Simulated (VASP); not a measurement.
Input of a VASP 6.6.1 run:

INCAR

```
SYSTEM = Nb2Te
ALGO = Normal ; EDIFF = 1E-7
ENCUT = 520 ; GGA = PE
ISIF = 2 ; ISMEAR = 0
LASPH = .True. ; LCHARG = .False.
LREAL = .False. ; LWAVE = .False.
NBANDS = 23 ; NELM = 100
PREC = Accurate ; SIGMA = 0.1
```

The input KPOINTS:

```
k-points
0
Gamma
  6 6 6
  0 0 0
```

POSCAR

```
Nb2Te
1.0
    1.6825242616      0.9714058354      6.3917892217
   -1.6825242616      0.9714058354      6.3917892217
    0.0000000000     -1.9428116707      6.3917892217
Nb Te
2 1
Direct
    0.7823795820      0.7823795820      0.7823795820
    0.2176204180      0.2176204180      0.2176204180
    0.0000000000      0.0000000000      0.0000000000
```

Potentials or basis: VASP PAW PBE potentials, release 64 (Nb_sv, Te).

Launch:

```bash
$ cat potpaw_PBE.64/Nb_sv/POTCAR potpaw_PBE.64/Te/POTCAR > POTCAR
$ mpirun -np 1 vasp_std > vasp.out
```

Q: Estimate the band gap on the k mesh.

A: Zero (band 16 reaches 11.10 eV, above the bottom of band 17 at 10.39 eV).

Q: Estimate the largest force.

A: 0.024 eV/Å.

Forces in eV/Å, atoms in the order of the input:
```
Nb   0.000  0.000  0.024
Nb   0.000  0.000 -0.024
Te   0.000  0.000  0.000
```

Caveat: the k points lie up to 0.36 Å⁻¹ apart; spin-orbit coupling is left out, which moves the levels of the heavy elements.
